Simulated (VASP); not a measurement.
Runs of VASP 6.6.1 on NaY. The structure is that of space group Pm-3m (No. 221), or close to it. The cells are those of the table. 

```tsv
task	cell	k mesh	cutoff (eV)	gap on the mesh (eV)	pressure (GPa)	relaxed volume (Å³/atom)
relaxation of cell and atoms	relaxed from a = 3.524 Å, 2 atoms	6 × 6 × 6	600	none	0.0	32.25
single point	a = 4.012 Å, 2 atoms	14 × 14 × 14	520	none	0.0	-
single point	a = 3.992 Å, 2 atoms	6 × 6 × 6	520	none	(a)	-
single point	a = 3.524 Å, 2 atoms	6 × 6 × 6	520	none	18.5	-
relaxation of cell and atoms	relaxed from a = 3.992 Å, 2 atoms	14 × 14 × 14	600	none	0.0	32.29
```

Alike in all rows: level PBE; potentials or basis VASP PAW PBE potentials, release 64 (Na_pv, Y_sv); no spin polarisation; smearing gaussian 0.1 eV.

Q: Fill in the values left out.

A: (a) 0.4.

Caveats: the volume moved by over 15 % at a fixed basis, so the end points are rough (some runs).

A k mesh can miss the band edges, and the runs leave out spin-orbit coupling on Y.

A gap of «none» marks levels without a gap at the run's occupations.
